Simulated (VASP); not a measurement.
Write the native input for VASP 6.6.1 that does the following.

| Property | Result |
| --- | --- |
| Task | single point |
| Functional | PBE |
| Potentials or basis | VASP PAW PBE potentials, release 64 (Hf_pv, C) |
| Cutoff | 600 eV |
| k mesh | 18 × 18 × 14 |
| Occupations | gaussian, width 0.1 eV |
| Spin | no spin polarisation |
| Dipole correction | no |
| Further INCAR settings | ALGO = Normal; EDIFF = 1e-06; NBANDS = 16 |

The structure of HfC2 lies in POSCAR:

```
HfC2
1.0
    3.2386326344      0.0000000000      0.0000000000
   -1.6193163172      2.8047381349      0.0000000000
    0.0000000000      0.0000000000      3.2140841422
Hf C
1 2
Direct
    0.0000000000      0.0000000000      0.0000000000
    0.3333333333      0.6666666667      0.5000000000
    0.6666666667      0.3333333333      0.5000000000
```

One way to write it, as run:

INCAR

```
SYSTEM = HfC2
PREC     = Accurate       ! precision mode
ENCUT    = 600            ! plane-wave cutoff, eV
EDIFF    = 1E-6           ! SCF threshold, eV
ISMEAR   = 0              ! smearing method
SIGMA    = 0.1            ! smearing width, eV
LREAL    = .FALSE.        ! projectors in reciprocal space
LASPH    = .TRUE.         ! aspherical terms in the spheres
NELM     = 120            ! most SCF steps
ALGO     = Normal         ! electronic algorithm
ISIF     = 2              ! what is computed and relaxed
LWAVE    = .FALSE.        ! write WAVECAR
LCHARG   = .FALSE.        ! write CHGCAR
GGA      = PE             ! functional
NBANDS   = 16             ! bands
GGA_COMPAT= .FALSE.
```

KPOINTS

```
regular mesh
0
G
  18 18 14
  0 0 0
```

Potentials or basis: VASP PAW PBE potentials, release 64 (Hf_pv, C).

The run is started by

```sh
$ cat potpaw_PBE.64/Hf_pv/POTCAR potpaw_PBE.64/C/POTCAR > POTCAR
$ mpirun -np 1 vasp_std > vasp.out
```

It gave:

```json
{
  "Pressure": "-1.9 GPa",
  "Band gap on the k mesh": "zero (bands 9 and 10 overlap by 4.35 eV)"
}
```

Caveat: spin-orbit coupling is left out, which moves the levels of the heavy elements.

Run time: 4.4 min on 1 thread of Intel Xeon 8259CL (shared host), peak memory 0.3 GiB.
